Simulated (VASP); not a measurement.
# BP (F-43m) in VASP: elastic constants with pbe exchange, pbesol correlation

Aim: the elastic constants of BP with pbe exchange, pbesol correlation.

Everything below comes from runs of VASP 6.6.1. Logs are shortened: lines on timing, memory, paths and dates and some standing lists are left out, and cuts for length are marked.

### 1 The cell of the first run

Symmetry: F-43m, No. 216, cubic system. Conventional cell: a = 4.557 Å, b = 4.557 Å, c = 4.557 Å, α = 90.00°, β = 90.00°, γ = 90.00°. Within 2.6 Å of B (site symmetry -43m) lie 4 P at 1.97 Å. P (site symmetry -43m) has 4 B at 1.97 Å within 2.6 Å.

### 2 Elastic constants, pbe exchange, pbesol correlation

File INCAR:

```
PREC = Accurate ; ENCUT = 500
EDIFF = 1E-8 ; ISMEAR = 0
SIGMA = 0.01 ; LREAL = False
LASPH = True ; NELM = 120
ALGO = Normal ; ISIF = 3
LWAVE = False ; LCHARG = False
GGA = LIBXC ; LIBXC1 = GGA_X_PBE
LIBXC2 = GGA_C_PBE_SOL ; NBANDS = 11
IBRION = 6 ; NFREE = 2
POTIM = 0.015 ; NSW = 1
GGA_COMPAT = False
```

File KPOINTS:

```
regular mesh
0
Gamma
  10 10 10
```

File POSCAR:

```
BP
1.0
    0.0000000000      2.2785689789      2.2785689789
    2.2785689789      0.0000000000      2.2785689789
    2.2785689789      2.2785689789      0.0000000000
B P
1 1
Direct
    0.0000000000      0.0000000000      0.0000000000
    0.2500000000      0.2500000000      0.2500000000
```

Potentials or basis: VASP PAW PBE potentials, release 64 (B, P).

The run is started by

```
cat potpaw_PBE.64/B/POTCAR potpaw_PBE.64/P/POTCAR > POTCAR
mpirun -np 1 vasp_std > vasp.out
```

OUTCAR:

```text
PREC = Accurate
   ENCUT = 500
   EDIFF = 1E-8
   ISMEAR = 0
   LREAL = False
   LASPH = True
   NELM = 120
   ISIF = 3
   GGA = LIBXC
   IBRION = 6
   NFREE = 2
   POTIM = 0.015
   NSW = 1

 ion  position               nearest neighbor table
   1  0.000  0.000  0.000-   2 1.97   2 1.97   2 1.97   2 1.97
   2  0.250  0.250  0.250-   1 1.97   1 1.97   1 1.97   1 1.97

  LATTYP: Found a face centered cubic cell.
 ALAT       =     4.5571379578

  Lattice vectors:

 A1 = (   0.0000000000,   2.2785689789,   2.2785689789)
 A2 = (   2.2785689789,   0.0000000000,   2.2785689789)
 A3 = (   2.2785689789,   2.2785689789,   0.0000000000)

Analysis of symmetry for initial positions (statically):
=====================================================================
 Subroutine PRICEL returns:
 Original cell was already a primitive cell.

 Routine SETGRP: Setting up the symmetry group for a
 face centered cubic supercell.

 Subroutine GETGRP returns: Found 24 space group operations
 (whereof 24 operations were pure point group operations)
 out of a pool of 48 trial point group operations.

The static configuration has the point symmetry T_d .

Analysis of symmetry for dynamics (positions and initial velocities):
=====================================================================
 Subroutine PRICEL returns:
 Original cell was already a primitive cell.

 Routine SETGRP: Setting up the symmetry group for a
 face centered cubic supercell.

 Subroutine GETGRP returns: Found 24 space group operations
 (whereof 24 operations were pure point group operations)
 out of a pool of 48 trial point group operations.

The dynamic configuration has the point symmetry T_d .

 Subroutine INISYM returns: Found 24 space group operations
 (whereof 24 operations are pure point group operations),
 and found     1 'primitive' translations

[... 669 lines left out ...]
      4       3.7770      2.00000
      5       9.1184      0.00000
      6      10.9394      0.00000
      7      16.6360      0.00000
      8      16.6935      0.00000
      9      21.0724      0.00000
     10      22.4585      0.00000
     11      24.1416      0.00000

 [... further k-points ...]

------------------------ aborting loop because EDIFF is reached ----------------------------------------

  FORCE on cell =-STRESS in cart. coord.  units (eV):
  Direction    XX          YY          ZZ          XY          YZ          ZX
  --------------------------------------------------------------------------------------
  -------------------------------------------------------------------------------------
  Total       -0.0223382     -0.0188838     -0.0188838      0.0000000      0.0954685      0.0000000
  in kB       -1.5126657     -1.2787408     -1.2787408      0.0000000      6.4647851      0.0000000
  external PRESSURE =      -1.3567158 kB  Pullay stress =       0.0000000 kB
[... 17 lines left out ...]
  FREE ENERGIE OF THE ION-ELECTRON SYSTEM (eV)
  ---------------------------------------------------
  free  energy   TOTEN  =       -12.7656108723 eV

  energy  without entropy=      -12.7656108723  energy(sigma->0) =      -12.76561087

 INTERNAL STRAIN TENSORS FROM STRAINED CELLS
 ============================================

 INTERNAL STRAIN TENSOR FOR ION    1 for displacements in x,y,z  (eV/Angst):
          X           Y           Z          XY          YZ          ZX
  --------------------------------------------------------------------------------
  x    -0.00000    -0.00000    -0.00000    -0.00000     6.36974     0.00000
  y     0.00000    -0.00000    -0.00000     0.00000     0.00000     6.36988
  z     0.00000    -0.00000     0.00000     6.36950     0.00000    -0.00000

 INTERNAL STRAIN TENSORS FROM DISPLACED ATOMS
 ============================================

 INTERNAL STRAIN TENSOR FOR ION    1 for displacements in x,y,z  (eV/Angst):
          X           Y           Z          XY          YZ          ZX
  --------------------------------------------------------------------------------
  x    -0.00000     0.00000     0.00000     0.00000     6.36883     0.00000
  y     0.00000    -0.00000     0.00000     0.00000     0.00000     6.36883
  z     0.00000     0.00000    -0.00000     6.36883     0.00000     0.00000

 INTERNAL STRAIN TENSOR FOR ION    2 for displacements in x,y,z  (eV/Angst):
          X           Y           Z          XY          YZ          ZX
  --------------------------------------------------------------------------------
  x    -0.00000    -0.00000    -0.00000     0.00000    -6.36879     0.00000
  y     0.00000     0.00000     0.00000     0.00000     0.00000    -6.36879
  z    -0.00000    -0.00000    -0.00000    -6.36879     0.00000     0.00000

 Eigenvectors and eigenvalues of the dynamical matrix
 ----------------------------------------------------

   1 f  =   23.767257 THz   149.334078 2PiTHz  792.790349 cm-1    98.293432 meV
             X         Y         Z           dx          dy          dz
      0.000000  0.000000  0.000000     0.000000    0.860983    0.000000
      1.139284  1.139284  1.139284     0.000000   -0.508634    0.000000
[... 21 lines left out ...]
   6 f/i=    0.000571 THz     0.003588 2PiTHz    0.019047 cm-1     0.002362 meV
             X         Y         Z           dx          dy          dz
      0.000000  0.000000  0.000000     0.000000    0.000000   -0.508634
      1.139284  1.139284  1.139284     0.000000    0.000000   -0.860983

--------------------------------------------------------------------------------------------------------

 ELASTIC MODULI CONTR FROM IONIC RELAXATION (kBar)
 Direction    XX          YY          ZZ          XY          YZ          ZX
 --------------------------------------------------------------------------------
 XX          -0.0000     -0.0000     -0.0000     -0.0000     -0.0000      0.0000
 YY          -0.0000     -0.0000     -0.0000     -0.0000     -0.0000      0.0000
 ZZ          -0.0000     -0.0000     -0.0000     -0.0000     -0.0000      0.0000
 XY          -0.0000     -0.0000     -0.0000   -148.2938      0.0000      0.0000
 YZ          -0.0000     -0.0000     -0.0000      0.0000   -148.2938      0.0000
 ZX           0.0000      0.0000      0.0000      0.0000      0.0000   -148.2938
 --------------------------------------------------------------------------------

 TOTAL ELASTIC MODULI (kBar)
 Direction    XX          YY          ZZ          XY          YZ          ZX
 --------------------------------------------------------------------------------
 XX        3377.3849    688.9796    688.9796      0.0000     -0.0000      0.0000
 YY         688.9796   3377.3849    688.9796      0.0000      0.0000      0.0000
 ZZ         688.9796    688.9796   3377.3849     -0.0000     -0.0000      0.0000
 XY           0.0000      0.0000     -0.0000   1842.1140      0.0000      0.0000
 YZ          -0.0000      0.0000     -0.0000      0.0000   1842.1140      0.0000
 ZX           0.0000      0.0000      0.0000      0.0000      0.0000   1842.1140
 --------------------------------------------------------------------------------
```

Run time: 2.1 min. Hardware: 1 thread of Intel Xeon 6975P-C (Granite Rapids), shared host; peak memory 0.23 GiB.

What came out:

- Elastic constants C11, C12, C44: 338, 69, 184 GPa
- Voigt bulk modulus: 159 GPa
- Highest phonon frequency at Γ, LO-TO splitting left out: 793 cm⁻¹

Phonon frequencies in cm⁻¹ (negative: imaginary):
```csv
q point,frequencies
"(0.000, 0.000, 0.000)",0 0 0 793 793 793
```

Elastic tensor in Voigt notation (GPa, in the Cartesian axes of the cell as first typed):
```
338  69  69   0   0   0
 69 338  69   0   0   0
 69  69 338   0   0   0
  0   0   0 184   0   0
  0   0   0   0 184   0
  0   0   0   0   0 184
```

Clamped-ion elastic tensor (GPa):
```
338  69  69   0   0   0
 69 338  69   0   0   0
 69  69 338   0   0   0
  0   0   0 199   0   0
  0   0   0   0 199   0
  0   0   0   0   0 199
```

Caveat: the PAW data sets were made with another functional, which shifts forces and pressure a little.
